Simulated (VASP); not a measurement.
La4AgSb8Au3: single point with PBEsol

The system is La4AgSb8Au3.

```
La Au Ag Sb
1.0
     4.40143   -4.40143    0.00000
     4.40143    4.40143    0.00000
     0.00000    0.00000   10.46599
La Au Ag Sb
4 3 1 8
Cartesian
  4.4140 -2.2007 2.6548
  4.3889 2.2007 2.6548
  2.2007 0.0125 7.8112
  6.6021 -0.0125 7.8112
  0.0000 0.0000 0.0000
  4.4014 0.0000 0.0000
  2.2007 2.2007 0.0000
  2.2007 -2.2007 0.0000
  4.3997 -2.2007 8.6685
  4.4032 2.2007 8.6685
  2.2007 -0.0017 1.7975
  6.6021 0.0017 1.7975
  0.0000 0.0000 5.2330
  4.4014 0.0000 5.2330
  2.2007 2.2007 5.2330
  2.2007 -2.2007 5.2330
```

| Item | Value |
| --- | --- |
| Program | VASP 6.6.1 |
| Task | single point |
| Functional | PBEsol |
| Potentials or basis | VASP PAW PBE potentials, release 64 (La, Au, Ag, Sb) |
| Cutoff | 520 eV |
| k mesh | 6 × 6 × 4 |
| Occupations | gaussian, width 0.1 eV |
| Spin | no spin polarisation |

| Quantity | Value |
| --- | --- |
| Pressure | -0.1 GPa |
| Largest force | 0.004 eV/Å |
| Band gap on the k mesh | zero (band 64 reaches 9.23 eV, above the bottom of band 65 at 8.29 eV) |

Forces in eV/Å, atoms in the order of the input:
```
La   0.002  0.000 -0.002
La  -0.002  0.000 -0.002
La   0.000  0.002  0.002
La   0.000 -0.002  0.002
Au   0.000  0.000  0.000
Au   0.000  0.000  0.000
Au   0.000  0.000  0.000
Ag   0.000  0.000  0.000
Sb   0.003  0.000  0.002
Sb  -0.003  0.000  0.002
Sb   0.000  0.003 -0.002
Sb   0.000 -0.003 -0.002
Sb   0.000  0.000  0.000
Sb   0.000  0.000  0.000
Sb   0.000  0.000  0.000
Sb   0.000  0.000  0.000
```

Levels at points of the mesh, in eV from the Fermi level:
```tsv
k point	band 60	band 61	band 62	band 63	band 64	band 65	band 66	band 67	band 68	band 69
(0.00, 0.00, 0.00)	-1.54	-1.31	-0.64	0.10	0.50	0.50	1.42	1.72	1.74	1.85
(0.50, 0.00, 0.00)	-0.90	-0.82	-0.78	-0.37	-0.28	0.55	0.56	1.41	1.45	1.73
(0.50, 0.50, 0.00)	-1.33	-0.78	-0.74	-0.74	-0.74	-0.39	-0.39	-0.37	-0.37	2.09
(0.00, 0.00, 0.50)	-1.61	-1.13	-1.06	-0.07	0.55	0.55	1.05	1.79	1.86	1.86
(0.50, 0.00, 0.50)	-1.29	-1.22	-1.20	-0.66	-0.57	0.68	0.69	1.63	1.64	1.74
(0.50, 0.50, 0.50)	-0.70	-0.55	-0.55	-0.55	-0.48	0.17	0.17	0.18	0.20	1.40
```

It took 40 min on 1 thread of Intel(R) Xeon(R) Platinum 8175M CPU @ 2.50GHz (Skylake/Cascade Lake) (shared host), peak memory 0.84 GiB.

Caveat: the PAW data sets were made with another functional, which shifts forces and pressure a little; spin-orbit coupling is left out, which moves the levels of the heavy elements.
